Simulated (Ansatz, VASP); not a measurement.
**Hf in VASP and in Ansatz**

```
Hf
1.0
    -1.72200    1.72200    1.72200
     1.72200   -1.72200    1.72200
     1.72200    1.72200   -1.72200
Hf
1
Direct
  0.00000 0.00000 0.00000
```

Alike in both runs: functional LDA; k mesh 17 × 17 × 17; occupations fermi-dirac, width 0.08 eV; no spin polarisation.

Ansatz relaxed the structure, and its values are those at the end. VASP's run is a single point on that final structure, the one shown.

|  | VASP | Ansatz |
| --- | --- | --- |
| version | VASP 6.6.1 | Ansatz 0.2.0 |
| potentials or method | VASP PAW LDA potentials, release 64 (Hf_pv) | PAW with Ansatz's default frozen-core files, scalar-relativistic |
| plane-wave cutoff (eV) | 520 | 420 |
| valence electrons in the cell | 10 | 26 |

VASP gave:

```
pressure (GPa) : 0.1
```

**Question.** Estimate Ansatz's values.

**Answer.** Pressure (GPa): 0.0.

LDA's correlation is that of Perdew and Zunger in VASP and of Perdew and Wang (1992) in Ansatz. VASP's potentials hold 10 valence electrons a cell and Ansatz's 26, so a difference there can come from the potentials and not from the codes.

Neither program's run includes spin-orbit coupling.
